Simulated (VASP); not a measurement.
# Na3AlO3 (P6_3/m) in VASP: relaxation of cell and atoms with PBE

Aim: the relaxation of cell and atoms of Na3AlO3 with PBE.

Everything below comes from runs of VASP 6.6.1. Logs are shortened: lines on timing, memory, paths and dates and some standing lists are left out, and cuts for length are marked.

### 1 The cell of the first run

The structure is hexagonal, space group P6_3/m (No. 176). Conventional cell: a = 6.900 Å, b = 6.900 Å, c = 4.830 Å, α = 90.00°, β = 90.00°, γ = 120.00°. Na (site symmetry m) has 5 O at 2.34 to 2.47 Å and 3 Al at 2.82 to 3.11 Å and 6 Na at 3.29 to 3.38 Å within 3.4 Å. Al (site symmetry -6) has 3 O at 1.75 Å within 2.3 Å. O (site symmetry m) has 1 Al at 1.75 Å and 5 Na at 2.34 to 2.47 Å within 2.5 Å.

### 2 Relaxation of cell and atoms, PBE

Contents of INCAR:

```
SYSTEM = Na3AlO3
PREC = Accurate ; ENCUT = 600
EDIFF = 1E-6 ; ISMEAR = 0
SIGMA = 0.15 ; LREAL = .FALSE.
LASPH = .TRUE. ; NELM = 60
ALGO = Normal ; ISIF = 3
LWAVE = .FALSE. ; LCHARG = .FALSE.
GGA = PE ; IBRION = 2
NSW = 36 ; EDIFFG = -0.08
```

Contents of KPOINTS:

```
Automatic mesh
0
G
  2 2 3
  0 0 0
```

Contents of POSCAR:

```
Na3AlO3
1.0
    6.9000000000      0.0000000000      0.0000000000
   -3.4500000000      5.9755752900      0.0000000000
    0.0000000000      0.0000000000      4.8300000000
Na Al O
6 2 6
Direct
    0.6425000000      0.7300000000      0.7500000000
    0.0875000000      0.3575000000      0.7500000000
    0.2700000000      0.9125000000      0.7500000000
    0.3575000000      0.2700000000      0.2500000000
    0.9125000000      0.6425000000      0.2500000000
    0.7300000000      0.0875000000      0.2500000000
    0.6666666700      0.3333333300      0.7500000000
    0.3333333300      0.6666666700      0.2500000000
    0.4050000000      0.3180000000      0.7500000000
    0.6820000000      0.0870000000      0.7500000000
    0.9130000000      0.5950000000      0.7500000000
    0.0870000000      0.4050000000      0.2500000000
    0.5950000000      0.6820000000      0.2500000000
    0.3180000000      0.9130000000      0.2500000000
```

Potentials or basis: VASP PAW PBE potentials, release 64 (Na_pv, Al, O).

The run is started by

```
$ cat potpaw_PBE.64/Na_pv/POTCAR potpaw_PBE.64/Al/POTCAR potpaw_PBE.64/O/POTCAR > POTCAR
$ mpirun -np 1 vasp_std > vasp.out
```

OUTCAR:

```text
SYSTEM = Na3AlO3
   PREC = Accurate
   ENCUT = 600
   EDIFF = 1E-6
   ISMEAR = 0
   LREAL = .FALSE.
   LASPH = .TRUE.
   NELM = 60
   ISIF = 3
   GGA = PE
   IBRION = 2
   NSW = 36
   EDIFFG = -0.08

 ion  position               nearest neighbor table
   1  0.642  0.730  0.750-  10 2.34   7 2.82
   2  0.087  0.358  0.750-   9 2.34   7 2.82
   3  0.270  0.913  0.750-  11 2.34   7 2.82
   4  0.358  0.270  0.250-  14 2.34   8 2.82
   5  0.913  0.642  0.250-  13 2.34   8 2.82
   6  0.730  0.087  0.250-  12 2.34   8 2.82
   7  0.667  0.333  0.750-  10 1.75  11 1.75   9 1.75   2 2.82   3 2.82   1 2.82
   8  0.333  0.667  0.250-  14 1.75  12 1.75  13 1.75   5 2.82   6 2.82   4 2.82
   9  0.405  0.318  0.750-   7 1.75   2 2.34
  10  0.682  0.087  0.750-   7 1.75   1 2.34
  11  0.913  0.595  0.750-   7 1.75   3 2.34
  12  0.087  0.405  0.250-   8 1.75   6 2.34
  13  0.595  0.682  0.250-   8 1.75   5 2.34
  14  0.318  0.913  0.250-   8 1.75   4 2.34

  LATTYP: Found a hexagonal cell.
 ALAT       =     6.9000000000
 C/A-ratio  =     0.7000000000

  Lattice vectors:

 A1 = (   6.9000000000,   0.0000000000,   0.0000000000)
 A2 = (  -3.4500000000,   5.9755752900,   0.0000000000)
 A3 = (   0.0000000000,   0.0000000000,   4.8300000000)

Analysis of symmetry for initial positions (statically):
=====================================================================
 Subroutine PRICEL returns:
 Original cell was already a primitive cell.

 Routine SETGRP: Setting up the symmetry group for a
 hexagonal supercell.

 Subroutine GETGRP returns: Found 12 space group operations
 (whereof  6 operations were pure point group operations)
 out of a pool of 24 trial point group operations.

The static configuration has the point symmetry S_6 .
 The point group associated with its full space group is C_6h.

Analysis of symmetry for dynamics (positions and initial velocities):
=====================================================================
 Subroutine PRICEL returns:
 Original cell was already a primitive cell.

 Routine SETGRP: Setting up the symmetry group for a
 hexagonal supercell.

 Subroutine GETGRP returns: Found 12 space group operations
 (whereof  6 operations were pure point group operations)
 out of a pool of 24 trial point group operations.

The dynamic configuration has the point symmetry S_6 .
 The point group associated with its full space group is C_6h.

 Subroutine INISYM returns: Found 12 space group operations
 (whereof  6 operations are pure point group operations),
 and found     1 'primitive' translations

----------------------------------------------------------------------------------------

                                     Primitive cell

  volume of cell :     199.1480

  direct lattice vectors                    reciprocal lattice vectors
     6.900000000  0.000000000  0.000000000     0.144927536  0.083673952  0.000000000
    -3.450000000  5.975575290  0.000000000     0.000000000  0.167347904  0.000000000
     0.000000000  0.000000000  4.830000000     0.000000000  0.000000000  0.207039337

  length of vectors
     6.900000000  6.900000003  4.830000000     0.167347904  0.167347904  0.207039337

  position of ions in fractional coordinates (direct lattice)
     0.642500000  0.730000000  0.750000000
     0.087500000  0.357500000  0.750000000
     0.270000000  0.912500000  0.750000000
     0.357500000  0.270000000  0.250000000
     0.912500000  0.642500000  0.250000000
     0.730000000  0.087500000  0.250000000
     0.666666670  0.333333330  0.750000000
     0.333333330  0.666666670  0.250000000
     0.405000000  0.318000000  0.750000000
     0.682000000  0.087000000  0.750000000
     0.913000000  0.595000000  0.750000000
     0.087000000  0.405000000  0.250000000
     0.595000000  0.682000000  0.250000000
     0.318000000  0.913000000  0.250000000

  ion indices of the primitive-cell ions
   primitive index   ion index
                 1           1
                 2           2
                 3           3
                 4           4
                 5           5
                 6           6
                 7           7
                 8           8
                 9           9
                10          10
                11          11
                12          12
                13          13
                14          14

----------------------------------------------------------------------------------------

 KPOINTS: Automatic mesh

Automatic generation of k-mesh.
 Grid dimensions read from file:
 generate k-points for:    2    2    3

 Generating k-lattice:

  Cartesian coordinates                     Fractional coordinates (reciprocal lattice)
     0.072463768  0.041836976  0.000000000     0.500000000  0.000000000  0.000000000
     0.000000000  0.083673952  0.000000000     0.000000000  0.500000000  0.000000000
     0.000000000  0.000000000  0.069013112     0.000000000  0.000000000  0.333333333

  Length of vectors
     0.083673952  0.083673952  0.069013112

  Shift w.r.t. Gamma in fractional coordinates (k-lattice)
     0.000000000  0.000000000  0.000000000

 Subroutine IBZKPT returns following result:
 ===========================================

 Found      4 irreducible k-points:

 Following reciprocal coordinates:
            Coordinates               Weight
  0.000000  0.000000  0.000000      1.000000
  0.500000 -0.000000  0.000000      3.000000
  0.000000  0.000000  0.333333      2.000000
  0.500000 -0.000000  0.333333      6.000000
   k-points           NKPTS =      4   k-points in BZ     NKDIM =      4   number of bands    NBANDS=     50
   number of dos      NEDOS =    301   number of ions     NIONS =     14
   total plane-waves  NPLWV = 125440
   dimension x,y,z NGX =    56 NGY =   56 NGZ =   40
   dimension x,y,z NGXF=   112 NGYF=  112 NGZF=   80
   ions per type =               6   2   6
   NGX,Y,Z   is equivalent  to a cutoff of  13.49, 13.49, 13.77 a.u.
   NGXF,Y,Z  is equivalent  to a cutoff of  26.98, 26.98, 27.54 a.u.
 SYSTEM =  Na3AlO3
   PREC   = accura    normal or accurate (medium, high low for compatibility)
   ISTART =      0    job   : 0-new  1-cont  2-samecut
   ICHARG =      2    charge: 1-file 2-atom 10-const
   ISPIN  =      1    spin polarized calculation?
   LNONCOLLINEAR =      F non collinear calculations
   LSORBIT =      F    spin-orbit coupling
   LASPH  =      T    aspherical Exc in radial PAW
   ENCUT  =  600.0 eV  44.10 Ry    6.64 a.u.  13.78 13.78  9.65*2*pi/ulx,y,z
   NELM   =     60;   NELMIN=  2; NELMDL= -5     # of ELM steps
   EDIFF  = 0.1E-05   stopping-criterion for ELM
   LREAL  =      F    real-space projection
   EDIFFG = -.8E-01   stopping-criterion for IOM
   NSW    =     36    number of steps for IOM
   IBRION =      2    ionic relax: 0-MD 1-quasi-New 2-CG
   NFREE  =      1    steps in history (QN), initial steepest desc. (CG)
   ISIF   =      3    stress and relaxation
   ISYM   =      2    0-nonsym 1-usesym 2-fastsym
   POTIM  = 0.5000    time-step for ionic-motion
   TEBEG  =    0.0;   TEEND  =   0.0 temperature during run
   PSTRESS=    0.0 pullay stress
   NELECT =      84.0000    total number of electrons
   NUPDOWN=      -1.0000    fix difference up-down
   EMIN   =  10.00;   EMAX   =-10.00  energy-range for DOS
   EFERMI =   0.00;   METHOD = LEGACY
   ISMEAR =     0;   SIGMA  =   0.15  broadening in eV -4-tet -1-fermi 0-gaus
   EFERMI_NEDOS =   21; number of points for ismear=-14 and -15
   IALGO  =     38    algorithm
   IMIX   =      4    mixing-type and parameters
     AMIX     =   0.40;   BMIX     =  1.00
     AMIX_MAG =   1.60;   BMIX_MAG =  1.00
  volume/ion in A,a.u.               =      14.22        95.99
  Fermi-wavevector in a.u.,A,eV,Ry     =   1.227748  2.320108 20.508952  1.507365
  Thomas-Fermi vector in A             =   2.362700
   LORBIT       =      0    0 simple, 1 ext, 2 COOP (PROOUT), +10 PAW based schemes
   GGA     = PE    functional components
   LHFCALC =     F    Hartree Fock is set to
   AEXX    =    0.0000 exact exchange contribution
   IVDW    =     0    specifies the selected vdW correction
   LEPSILON=     F    determine dielectric tensor
   LRPA    =     F    only Hartree local field effects (RPA)
 conjugate gradient relaxation of ions
 non-spin polarized calculation
 Gauss-broadening in eV      SIGMA  =   0.15
  energy-cutoff  :      600.00
  volume of cell :      199.15
 maximum number of plane-waves:      6661
 NGX is ok and might be reduce to    56
   NGX = 27   NGY = 27   NGZ = 19

--------------------------------------- Ionic step        1  -------------------------------------------

 number of electron      84.0000045 magnetization

 Free energy of the ion-electron system (eV)
  ---------------------------------------------------
  ext. energy  EPLUGINS =         0.00000000
  ---------------------------------------------------
  free energy    TOTEN  =       -70.62008094 eV

  energy without entropy =      -70.62008094  energy(sigma->0) =      -70.62008094

------------------------ aborting loop because EDIFF is reached ----------------------------------------

  FORCE on cell =-STRESS in cart. coord.  units (eV):
  Direction    XX          YY          ZZ          XY          YZ          ZX
  --------------------------------------------------------------------------------------
  -------------------------------------------------------------------------------------
  Total       -2.5558533     -2.5558533      3.9480556     -0.0000001      0.0000000      0.0000000
  in kB      -20.5622466    -20.5622466     31.7627352     -0.0000010      0.0000000      0.0000000
  external PRESSURE =      -3.1205860 kB  Pullay stress =       0.0000000 kB
[... 83 lines left out ...]
--------------------------------------- Ionic step        3  -------------------------------------------

 number of electron      84.0000021 magnetization

 E-fermi :   1.3047     XC(G=0):  -8.8281

 val. band max:        0.6214427488   @ k =   0.0000   0.0000   0.0000
 cond. band min:       2.7237741331   @ k =   0.0000   0.0000   0.0000
 fundamental gap:      2.1023313843
 Fermi energy:         1.3046576644

 k-point     1 :       0.0000    0.0000    0.0000
  band No.  band energies     occupation
      1     -20.7177      2.00000
      2     -20.7113      2.00000
      3     -20.6819      2.00000
      4     -20.6819      2.00000
      5     -20.6798      2.00000
      6     -20.6798      2.00000
[... 242 lines left out ...]
  FREE ENERGIE OF THE ION-ELECTRON SYSTEM (eV)
  ---------------------------------------------------
  free  energy   TOTEN  =       -70.7742036661 eV

  energy  without entropy=      -70.7742036661  energy(sigma->0) =      -70.77420367

[... ionic steps 4 to 9 ...]

--------------------------------------- Ionic step       10  -------------------------------------------

 number of electron      83.9999968 magnetization

------------------------ aborting loop because EDIFF is reached ----------------------------------------
[... 91 lines left out ...]
--------------------------------------- Ionic step       12  -------------------------------------------

 number of electron      83.9999969 magnetization

 Free energy of the ion-electron system (eV)
  ---------------------------------------------------
  ext. energy  EPLUGINS =         0.00000000
  ---------------------------------------------------
  free energy    TOTEN  =       -70.97009001 eV

  energy without entropy =      -70.97009001  energy(sigma->0) =      -70.97009001

 E-fermi :   1.1093     XC(G=0):  -8.6766

 val. band max:        0.4153056564   @ k =   0.0000   0.0000   0.0000
 cond. band min:       2.4877524646   @ k =   0.0000   0.0000   0.0000
 fundamental gap:      2.0724468082
 Fermi energy:         1.1093146316

 k-point     1 :       0.0000    0.0000    0.0000
  band No.  band energies     occupation
      1     -20.9656      2.00000
      2     -20.9480      2.00000
      3     -20.9326      2.00000
      4     -20.9326      2.00000
      5     -20.9283      2.00000
      6     -20.9283      2.00000
[... 242 lines left out ...]
  FREE ENERGIE OF THE ION-ELECTRON SYSTEM (eV)
  ---------------------------------------------------
  free  energy   TOTEN  =       -70.9700900130 eV

  energy  without entropy=      -70.9700900130  energy(sigma->0) =      -70.97009001

 reached required accuracy - stopping structural energy minimisation
```

Run time: 5.9 min. Hardware: 1 thread of Intel Xeon Platinum 8488C (Sapphire Rapids), shared host; peak memory 0.37 GiB.

Results:

| Property | Result |
| --- | --- |
| Free energy | -70.9701 eV |
| Relaxed volume | 14.74 Å³/atom |
| Relaxed cell | a = 6.912 Å, b = 6.912 Å, c = 4.986 Å, α = 90.00°, β = 90.00°, γ = 120.00° |
| Space group after relaxing (to 0.1 Å) | P6_3/m (No. 176) |
| Energy gained by relaxing | 25.0 meV/atom |
| Ionic steps | 12 |
| Pressure after relaxing | -0.1 GPa |
| Largest force after relaxing | 0.071 eV/Å |
| Band gap on the k mesh | 2.07 eV |

Forces in eV/Å, atoms in the order of the input:
```
Na  -0.054  0.046  0.000
Na   0.067  0.023  0.000
Na  -0.013 -0.070  0.000
Na   0.054 -0.046  0.000
Na  -0.067 -0.023  0.000
Na   0.013  0.070  0.000
Al   0.000  0.000  0.000
Al   0.000  0.000  0.000
O    0.061 -0.015  0.000
O   -0.017  0.060  0.000
O   -0.044 -0.045  0.000
O    0.044  0.045  0.000
O   -0.061  0.015  0.000
O    0.017 -0.060  0.000
```

The path:
```
step  energy change (eV)  largest force (eV/Å)  pressure (GPa)  volume (Å³)
   1              0.0000                0.9542           -0.31       199.15
   2             -0.1274                0.7127            3.33       198.32
   3             -0.1541                0.3509            2.17       198.56
   4             -0.2489                0.2444            0.75       203.57
   5             -0.2911                0.1557           -0.69       209.62
   6             -0.2915                0.1526           -0.76       210.11
   7             -0.3132                0.1671           -0.34       208.87
   8             -0.3293                0.2926            0.61       206.37
   9             -0.3382                0.1645            0.44       206.21
  10             -0.3433                0.1149            0.08       205.97
  11             -0.3453                0.1034            0.06       206.05
  12             -0.3500                0.0710           -0.09       206.30
```

Final structure:
```xyz
14
Lattice="6.9118 0.0000 0.0000 -3.4559 5.9858 0.0000 0.0000 0.0000 4.9863" Properties=species:S:1:pos:R:3 pbc="T T T"
Na    2.0012    4.4523    3.7397
Na   -0.6007    2.0266    3.7397
Na   -1.4005    5.4928    3.7397
Na    1.4547    1.5335    1.2466
Na    4.0566    3.9593    1.2466
Na    4.8564    0.4931    1.2466
Al    3.4559    1.9953    3.7397
Al    0.0000    3.9906    1.2466
O     1.7394    1.8197    3.7397
O     4.4663    0.5965    3.7397
O     4.1621    3.5697    3.7397
O    -0.7062    2.4162    1.2466
O     1.7166    4.1662    1.2466
O    -1.0104    5.3893    1.2466
```

Levels at points of the mesh, in eV from the valence-band top:
```tsv
k point	band 40	band 41	band 42	band 43	band 44	band 45
(0.00, 0.00, 0.00)	-0.42	-0.28	0.00	2.07	4.55	5.67
(0.50, 0.00, 0.00)	-0.26	-0.06	-0.01	3.37	3.90	5.00
```

Caveat: the k points lie up to 0.52 Å⁻¹ apart in the final cell; the relaxation stopped at a loose force limit of 0.08 eV/Å, so its end isn't a converged minimum.
